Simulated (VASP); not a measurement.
Input of a VASP 6.6.1 run:

Contents of INCAR:

```
PREC = Accurate
ENCUT = 600
EDIFF = 1E-6
ISMEAR = 0
SIGMA = 0.1
LREAL = F
LASPH = T
NELM = 60
ALGO = Fast
ISIF = 3
LWAVE = F
LCHARG = F
GGA = PE
IBRION = 2
NSW = 80
EDIFFG = -0.01
```

The input KPOINTS:

```
regular mesh
0
Gamma
  12 12 12
```

File POSCAR:

```
Al2Au
1.0
    0.0000000000      3.0336949417      3.0336949417
    3.0336949417      0.0000000000      3.0336949417
    3.0336949417      3.0336949417      0.0000000000
Al Au
2 1
Direct
    0.2500000000      0.2500000000      0.2500000000
    0.7500000000      0.7500000000      0.7500000000
    0.0000000000      0.0000000000      0.0000000000
```

Potentials or basis: VASP PAW PBE potentials, release 64 (Al, Au).

Command:

```sh
$ cat potpaw_PBE.64/Al/POTCAR potpaw_PBE.64/Au/POTCAR > POTCAR
$ mpirun -np 1 vasp_std > vasp.out
```

(1) Estimate the space group after relaxing (to 0.1 Å).

(2) Estimate the relaxed cell.

Answers

(1) Fm-3m (No. 225).

(2) a = 4.283 Å, b = 4.283 Å, c = 4.283 Å, α = 60.00°, β = 60.00°, γ = 60.00°.
